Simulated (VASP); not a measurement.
# Si (Immm) in VASP: single point with r2SCAN

Aim: the single point of Si with r2SCAN.

All numbers are computed with VASP 6.6.1; they aren't measurements. Logs are shortened: lines on timing, memory, paths and dates and some standing lists are left out, and cuts for length are marked.

### 1 The cell of the first run

It takes space group Immm (No. 71, orthorhombic). Conventional cell: a = 3.844 Å, b = 6.588 Å, c = 6.721 Å, α = 90.00°, β = 90.00°, γ = 90.00°. Within 3.1 Å of Si (site symmetry m) lie 4 Si at 2.34 to 2.40 Å.

### 2 Single point, r2SCAN (strain -0.0100 x Voigt [1, -1, 0, 0, 0, 0])

POSCAR

```
Si
1.0
   -3.2940563578      3.3606029508      1.9218805230
    3.2940563578     -3.3606029508      1.9218805230
    3.2940563578      3.3606029508     -1.9218805230
Si
4
Direct
    0.1787531995      0.1787531995      0.3575063991
    0.8212468005      0.8212468005      0.6424936010
    0.1787531995      0.8212468005      0.0000000000
    0.8212468005      0.1787531995      0.0000000000
```

INCAR.step1

```
SYSTEM = Si
ALGO = Normal ; EDIFF = 1E-4
ENCUT = 520 ; GGA = PE
ISMEAR = 0 ; LASPH = .TRUE.
LCHARG = .FALSE. ; LREAL = .FALSE.
LWAVE = .TRUE. ; NBANDS = 16
NELM = 80 ; PREC = Accurate
SIGMA = 0.05
```

INCAR.step2

```
SYSTEM = Si
ALGO = Normal ; EDIFF = 1E-7
ENCUT = 520 ; ISIF = 2
ISMEAR = 0 ; ISTART = 1
LASPH = .TRUE. ; LCHARG = .TRUE.
LELF = .TRUE. ; LMIXTAU = .TRUE.
LREAL = .FALSE. ; LVHAR = .TRUE.
LWAVE = .FALSE. ; METAGGA = R2SCAN
NBANDS = 16 ; NELM = 80
PREC = Accurate ; SIGMA = 0.05
```

KPOINTS

```
k-points
0
G
  10 10 10
  0 0 0
```

Potentials or basis: VASP PAW PBE potentials, release 64 (Si).

Command:

```sh
> cat potpaw_PBE.64/Si/POTCAR > POTCAR
> cp INCAR.step1 INCAR
> mpirun -np 1 vasp_std > vasp.out
> cp INCAR.step2 INCAR
> mpirun -np 1 vasp_std > vasp.out
```

OUTCAR:

```text
SYSTEM = Si
   EDIFF = 1E-7
   ENCUT = 520
   ISIF = 2
   ISMEAR = 0
   ISTART = 1
   LASPH = .TRUE.
   LREAL = .FALSE.
   METAGGA = R2SCAN
   NELM = 80
   PREC = Accurate

 ion  position               nearest neighbor table
   1  0.179  0.179  0.358-   2 2.34   2 2.34   3 2.36   4 2.40
   2  0.821  0.821  0.642-   1 2.34   1 2.34   4 2.36   3 2.40
   3  0.179  0.821  0.000-   4 2.34   4 2.34   1 2.36   2 2.40
   4  0.821  0.179  0.000-   3 2.34   3 2.34   2 2.36   1 2.40

  LATTYP: Found a body centered orthorhombic cell.
 ALAT       =     3.8437610460
 B/A-ratio  =     1.7139756183
 C/A-ratio  =     1.7486013884

  Lattice vectors:

 A1 = (   3.2940563578,  -3.3606029508,   1.9218805230)
 A2 = (  -3.2940563578,  -3.3606029508,  -1.9218805230)
 A3 = (   3.2940563578,   3.3606029508,  -1.9218805230)

Analysis of symmetry for initial positions (statically):
=====================================================================
 Subroutine PRICEL returns:
 Original cell was already a primitive cell.

 Routine SETGRP: Setting up the symmetry group for a
 body centered orthorhombic supercell.

 Subroutine GETGRP returns: Found  8 space group operations
 (whereof  8 operations were pure point group operations)
 out of a pool of  8 trial point group operations.

The static configuration has the point symmetry D_2h.

Analysis of symmetry for dynamics (positions and initial velocities):
=====================================================================
 Subroutine PRICEL returns:
 Original cell was already a primitive cell.

 Routine SETGRP: Setting up the symmetry group for a
 body centered orthorhombic supercell.

 Subroutine GETGRP returns: Found  8 space group operations
 (whereof  8 operations were pure point group operations)
 out of a pool of  8 trial point group operations.

The dynamic configuration has the point symmetry D_2h.

 Subroutine INISYM returns: Found  8 space group operations
 (whereof  8 operations are pure point group operations),
 and found     1 'primitive' translations

----------------------------------------------------------------------------------------

                                     Primitive cell

  volume of cell :      85.1010

  direct lattice vectors                    reciprocal lattice vectors
    -3.294056358  3.360602951  1.921880523     0.000000000  0.148782825  0.260161854
     3.294056358 -3.360602951  1.921880523     0.151788538  0.000000000  0.260161854
     3.294056358  3.360602951 -1.921880523     0.151788538  0.148782825  0.000000000

  length of vectors
     5.083117570  5.083117570  5.083117570     0.299700716  0.301204168  0.212546676

  position of ions in fractional coordinates (direct lattice)
     0.178753200  0.178753200  0.357506399
     0.821246800  0.821246800  0.642493601
     0.178753200  0.821246800  0.000000000
     0.821246800  0.178753200  1.000000000

  ion indices of the primitive-cell ions
   primitive index   ion index
                 1           1
                 2           2
                 3           3
                 4           4

----------------------------------------------------------------------------------------

 KPOINTS: k-points

Automatic generation of k-mesh.
 Grid dimensions read from file:
 generate k-points for:   10   10   10

 Generating k-lattice:

  Cartesian coordinates                     Fractional coordinates (reciprocal lattice)
     0.000000000  0.014878282  0.026016185     0.100000000  0.000000000 -0.000000000
     0.015178854  0.000000000  0.026016185     0.000000000  0.100000000  0.000000000
     0.015178854  0.014878282  0.000000000    -0.000000000  0.000000000  0.100000000

  Length of vectors
     0.029970072  0.030120417  0.021254668

  Shift w.r.t. Gamma in fractional coordinates (k-lattice)
     0.000000000  0.000000000  0.000000000

 Subroutine IBZKPT returns following result:
 ===========================================

 Found    171 irreducible k-points:

 Following reciprocal coordinates:
            Coordinates               Weight
  0.000000  0.000000  0.000000      1.000000
  0.100000  0.000000 -0.000000      4.000000
  0.200000  0.000000 -0.000000      4.000000
  0.300000  0.000000  0.000000      4.000000
  0.400000  0.000000  0.000000      4.000000
  0.500000  0.000000  0.000000      2.000000
[... 16 lines left out ...]
 -0.400000  0.200000 -0.000000      8.000000
 -0.300000  0.200000 -0.000000      8.000000
 [... further k-points ...]
   k-points           NKPTS =    171   k-points in BZ     NKDIM =    171   number of bands    NBANDS=     16
   number of dos      NEDOS =    301   number of ions     NIONS =      4
   total plane-waves  NPLWV =  64000
   dimension x,y,z NGX =    40 NGY =   40 NGZ =   40
   dimension x,y,z NGXF=    80 NGYF=   80 NGZF=   80
   ions per type =               4
   NGX,Y,Z   is equivalent  to a cutoff of  13.08, 13.08, 13.08 a.u.
   NGXF,Y,Z  is equivalent  to a cutoff of  26.16, 26.16, 26.16 a.u.
 SYSTEM =  Si
   PREC   = accura    normal or accurate (medium, high low for compatibility)
   ISTART =      1    job   : 0-new  1-cont  2-samecut
   ICHARG =      0    charge: 1-file 2-atom 10-const
   ISPIN  =      1    spin polarized calculation?
   LNONCOLLINEAR =      F non collinear calculations
   LSORBIT =      F    spin-orbit coupling
   LASPH  =      T    aspherical Exc in radial PAW
   ENCUT  =  520.0 eV  38.22 Ry    6.18 a.u.   9.45  9.45  9.45*2*pi/ulx,y,z
   NELM   =     80;   NELMIN=  2; NELMDL=  0     # of ELM steps
   EDIFF  = 0.1E-06   stopping-criterion for ELM
   LREAL  =      F    real-space projection
   EDIFFG = 0.1E-05   stopping-criterion for IOM
   NSW    =      0    number of steps for IOM
   IBRION =     -1    ionic relax: 0-MD 1-quasi-New 2-CG
   NFREE  =      0    steps in history (QN), initial steepest desc. (CG)
   ISIF   =      2    stress and relaxation
   ISYM   =      2    0-nonsym 1-usesym 2-fastsym
   POTIM  = 0.5000    time-step for ionic-motion
   TEBEG  =    0.0;   TEEND  =   0.0 temperature during run
   PSTRESS=    0.0 pullay stress
   NELECT =      16.0000    total number of electrons
   NUPDOWN=      -1.0000    fix difference up-down
   EMIN   =  10.00;   EMAX   =-10.00  energy-range for DOS
   EFERMI =   0.00;   METHOD = LEGACY
   ISMEAR =     0;   SIGMA  =   0.05  broadening in eV -4-tet -1-fermi 0-gaus
   EFERMI_NEDOS =   21; number of points for ismear=-14 and -15
   IALGO  =     38    algorithm
   IMIX   =      4    mixing-type and parameters
     AMIX     =   0.40;   BMIX     =  1.00
     AMIX_MAG =   1.60;   BMIX_MAG =  1.00
  volume/ion in A,a.u.               =      21.28       143.57
  Fermi-wavevector in a.u.,A,eV,Ry     =   0.937857  1.772293 11.967355  0.879576
  Thomas-Fermi vector in A             =   2.065010
   LORBIT       =      0    0 simple, 1 ext, 2 COOP (PROOUT), +10 PAW based schemes
   METAGGA = R2SCAN    functional components
   LHFCALC =     F    Hartree Fock is set to
   AEXX    =    0.0000 exact exchange contribution
   IVDW    =     0    specifies the selected vdW correction
   LEPSILON=     F    determine dielectric tensor
   LRPA    =     F    only Hartree local field effects (RPA)
 non-spin polarized calculation
 Gauss-broadening in eV      SIGMA  =   0.05
  energy-cutoff  :      520.00
  volume of cell :       85.10
 maximum number of plane-waves:      2314
 NGX is ok and might be reduce to    40
   NGX = 19   NGY = 19   NGZ = 19

 number of electron      16.0000000 magnetization

 Free energy of the ion-electron system (eV)
  ---------------------------------------------------
  ext. energy  EPLUGINS =         0.00000000
  ---------------------------------------------------
  free energy    TOTEN  =       -34.61973455 eV

  energy without entropy =      -34.61973455  energy(sigma->0) =      -34.61973455

 E-fermi :   5.6506     XC(G=0):  -9.5304

 val. band max:        5.4147767728   @ k =   0.5000   0.5000   0.5000
 cond. band min:       5.8514212092   @ k =  -0.2000  -0.1000   0.1000
 fundamental gap:      0.4366444364
 Fermi energy:         5.6505526635

 k-point     1 :       0.0000    0.0000    0.0000
  band No.  band energies     occupation
      1      -7.2651      2.00000
      2      -2.8039      2.00000
      3      -0.5594      2.00000
      4      -0.3258      2.00000
      5       1.4187      2.00000
      6       3.7130      2.00000
[... 8 lines left out ...]
     15      11.1486      0.00000
     16      12.8707      0.00000

 k-point     2 :       0.1000    0.0000   -0.0000
  band No.  band energies     occupation
      1      -7.1495      2.00000
      2      -2.8199      2.00000
      3      -0.6990      2.00000
      4      -0.1643      2.00000
      5       1.5031      2.00000
      6       3.0912      2.00000
[... 8 lines left out ...]
     15      10.6865      0.00000
     16      13.4447      0.00000

 k-point     3 :       0.2000    0.0000   -0.0000
  band No.  band energies     occupation
      1      -6.8085      2.00000
      2      -2.8140      2.00000
      3      -1.1154      2.00000
      4       0.1007      2.00000
      5       1.6284      2.00000
      6       2.0197      2.00000
[... 8 lines left out ...]
     15      10.8798      0.00000
     16      12.7265      0.00000

 k-point     4 :       0.3000    0.0000    0.0000
  band No.  band energies     occupation
      1      -6.2664      2.00000
      2      -2.7085      2.00000
      3      -1.8480      2.00000
      4      -0.1122      2.00000
      5       1.1895      2.00000
      6       1.7266      2.00000
[... 8 lines left out ...]
     15      12.0664      0.00000
     16      12.6320      0.00000

 k-point     5 :       0.4000    0.0000    0.0000
  band No.  band energies     occupation
      1      -5.6054      2.00000
      2      -2.7575      2.00000
      3      -2.4989      2.00000
      4      -0.6827      2.00000
      5       0.8506      2.00000
      6       1.7017      2.00000
[... 8 lines left out ...]
     15      11.9638      0.00000
     16      13.4650      0.00000

 k-point     6 :       0.5000    0.0000    0.0000
  band No.  band energies     occupation
      1      -5.1955      2.00000
      2      -3.2781      2.00000
      3      -2.3527      2.00000
      4      -0.9872      2.00000
      5       0.7692      2.00000
      6       1.6866      2.00000
[... 8 lines left out ...]
     15      11.4006      0.00000
     16      13.6168      0.00000
[... 267 lines left out ...]
 k-point    21 :       0.4000    0.2000    0.0000
  band No.  band energies     occupation
      1      -5.2075      2.00000
      2      -3.4765      2.00000
      3      -2.7261      2.00000
      4      -0.5285      2.00000
      5       0.6936      2.00000
      6       2.4324      2.00000
[... 8 lines left out ...]
     15      12.8175      0.00000
     16      13.7778      0.00000

 k-point    22 :       0.5000    0.2000    0.0000
  band No.  band energies     occupation
      1      -5.7841      2.00000
      2      -3.7817      2.00000
      3      -2.0649      2.00000
      4       0.1392      2.00000
      5       0.9633      2.00000
      6       2.3316      2.00000
[... 8 lines left out ...]
     15      12.2884      0.00000
     16      12.6092      0.00000

 k-point    23 :      -0.4000    0.2000   -0.0000
  band No.  band energies     occupation
      1      -6.3805      2.00000
      2      -3.9200      2.00000
      3      -1.3441      2.00000
      4       0.5511      2.00000
      5       1.6850      2.00000
      6       2.4346      2.00000
[... 8 lines left out ...]
     15      11.8043      0.00000
     16      12.0743      0.00000

 k-point    24 :      -0.3000    0.2000   -0.0000
  band No.  band energies     occupation
      1      -6.8138      2.00000
      2      -3.8652      2.00000
      3      -0.8053      2.00000
      4       0.2719      2.00000
      5       2.6076      2.00000
      6       2.8010      2.00000
[... 8 lines left out ...]
     15      11.7290      0.00000
     16      12.4279      0.00000

 [... further k-points ...]

------------------------ aborting loop because EDIFF is reached ----------------------------------------

  FORCE on cell =-STRESS in cart. coord.  units (eV):
  Direction    XX          YY          ZZ          XY          YZ          ZX
  --------------------------------------------------------------------------------------
  -------------------------------------------------------------------------------------
  Total        0.9786194     -1.0996109     -0.1131243      0.0000000      0.0000000      0.0000000
  in kB       18.4242483    -20.7021292     -2.1297655      0.0000000      0.0000000      0.0000000
  external PRESSURE =      -1.4692155 kB  Pullay stress =       0.0000000 kB

 VOLUME and BASIS-vectors are now :
 -----------------------------------------------------------------------------
  energy-cutoff  :      520.00
  volume of cell :       85.10
      direct lattice vectors                 reciprocal lattice vectors
    -3.294056358  3.360602951  1.921880523     0.000000000  0.148782825  0.260161854
     3.294056358 -3.360602951  1.921880523     0.151788538  0.000000000  0.260161854
     3.294056358  3.360602951 -1.921880523     0.151788538  0.148782825  0.000000000

 POSITION                                       TOTAL-FORCE (eV/Angst)
 -----------------------------------------------------------------------------------
      1.17765      1.20144     -0.00000         0.168494     -0.144790      0.000000
      2.11641      2.15917      1.92188        -0.168494      0.144790      0.000000
      2.11641     -2.15917      1.92188        -0.168494     -0.144790     -0.000000
     -2.11641      2.15917      1.92188         0.168494      0.144790      0.000000
 -----------------------------------------------------------------------------------
    total drift:                               -0.000000     -0.000000      0.000000

  FREE ENERGIE OF THE ION-ELECTRON SYSTEM (eV)
  ---------------------------------------------------
  free  energy   TOTEN  =       -34.6197345543 eV

  energy  without entropy=      -34.6197345543  energy(sigma->0) =      -34.61973455
```

Wall time 11 min (1 thread of Intel Xeon Platinum 8488C (Sapphire Rapids), shared host); peak memory 0.35 GiB.

What came out:

- Free energy: -34.6197 eV
- Pressure: -0.1 GPa
- Largest force: 0.222 eV/Å
- Band gap on the k mesh: 0.44 eV (least direct gap 0.55 eV)

Forces on the atoms (eV/Å):
```
Si   0.168 -0.145  0.000
Si  -0.168  0.145  0.000
Si  -0.168 -0.145  0.000
Si   0.168  0.145  0.000
```

Caveat: the cell differs from its parent crystal (strain -0.0100 x Voigt [1, -1, 0, 0, 0, 0]); semilocal functionals underestimate gaps, and a narrow one can read as zero; the PAW data sets were made with another functional, which shifts forces and pressure a little. A k mesh can miss the band edges.
